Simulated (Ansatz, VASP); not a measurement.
**One calculation of C, two programs**

```
CELL_PARAMETERS angstrom
2.47000 0.00000 0.00000
-1.23500 2.13908 0.00000
0.00000 0.00000 6.79000
ATOMIC_POSITIONS crystal
C 0.00000 0.00000 0.00000
C 0.00000 0.00000 0.50000
C 0.33333 0.66667 0.00500
C 0.66667 0.33333 0.50500
```

Alike in both runs: task relaxation of cell and atoms; functional PBEsol; k mesh 16 × 16 × 6; occupations fermi-dirac, width 0.08 eV; no spin polarisation.

```csv
,VASP,Ansatz
version,VASP 6.6.1,Ansatz 0.2.0
potentials or method,"VASP PAW PBE potentials, release 64 (C)","PAW with Ansatz's default frozen-core files, scalar-relativistic"
plane-wave cutoff (eV),600,420
valence electrons in the cell,16,16
```

```csv
,VASP,Ansatz,Ansatz less VASP
relaxed volume (Å³/atom),9.38,9.54,+0.161
relaxed length of the cell vector where the two differ most in proportion (Å),7.157,7.286,+0.1290
```

VASP's potentials were made for PBE, not for PBEsol.
